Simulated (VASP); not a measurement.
# C: single point with PBEsol

C:

```
C
1.0
     2.49827    0.00000    0.00000
    -1.24913    2.16356    0.00000
     0.00000    0.00000    4.22300
C
4
Direct
  0.33333 0.66667 0.99974
  0.66667 0.33333 0.49974
  0.33333 0.66667 0.37426
  0.66667 0.33333 0.87426
```

- Program: VASP 6.6.1
- Task: single point
- Functional: PBEsol
- Potentials or basis: VASP PAW PBE potentials, release 64 (C)
- Cutoff: 520 eV
- k mesh: 9 × 9 × 6
- Occupations: gaussian, width 0.01 eV
- Spin: no spin polarisation

```
Pressure               : -5.2 GPa
Largest force          : 0.013 eV/Å
Band gap on the k mesh : 3.09 eV (least direct gap 4.85 eV)
```

Forces on the atoms (eV/Å):
```
C    0.000  0.000  0.013
C    0.000  0.000  0.013
C    0.000  0.000 -0.013
C    0.000  0.000 -0.013
```

Stress tensor (GPa, compression positive):
```
  1.15   0.00   0.00
  0.00   1.15   0.00
  0.00   0.00 -17.99
```

Levels at points of the mesh, in eV from the valence-band top:
```csv
k point,band 5,band 6,band 7,band 8,band 9,band 10,band 11,band 12
"(0.00, 0.00, 0.00)",-2.92,-0.48,0.00,0.00,4.85,5.09,5.09,8.44
"(0.00, 0.00, 0.50)",-1.74,-1.74,-1.74,-1.74,7.28,7.28,7.28,7.28
```

Wall time 17 s on 1 thread of Intel Xeon 8259CL, on a shared host, peak memory 0.13 GiB.

Caveat: the cell stands under tension; the PAW data sets were made with another functional, which shifts forces and pressure a little; an odd mesh through Γ misses points on the zone boundary, where band edges can lie.
